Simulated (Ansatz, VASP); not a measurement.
# One calculation of CaC8, two programs

```xyz
9
Lattice="4.9987 0.0000 0.0000 -2.4994 4.3290 0.0000 0.0000 0.0000 4.3680" Properties=species:S:1:pos:R:3 pbc="T T T"
Ca    0.0000    0.0000    2.1840
C     1.2579    0.7262    0.0000
C     0.0000    2.8860    0.0000
C     3.7409    0.7262    0.0000
C     2.4994    2.8766    0.0000
C     0.0000    1.4524    0.0000
C    -1.2415    3.6028    0.0000
C     2.4994    1.4430    0.0000
C     1.2415    3.6028    0.0000
```

Alike in both runs: functional PBE; dispersion D3(BJ); k mesh 9 × 9 × 10; occupations gaussian, width 0.1 eV; no spin polarisation.

Ansatz relaxed the structure, and its values are those at the end. VASP's run is a single point on that final structure, the one shown.

```csv
,VASP,Ansatz
version,VASP 6.6.1,Ansatz 0.2.0
potentials or method,"VASP PAW PBE potentials, release 64 (Ca_sv, C), cutoff 520 eV","scalar-relativistic, plane waves, PAW"
valence electrons in the cell,42,42
```

```tsv
	VASP	Ansatz	Ansatz less VASP
gap on the k mesh at the Fermi level (eV)	none	none	-
pressure (GPa)	0.3	0.0	-0.28
rms of the force components (eV/Å)	0.004	0.001	-0.0034
```

A gap of «none» marks a metal or a gap that the smearing closes.
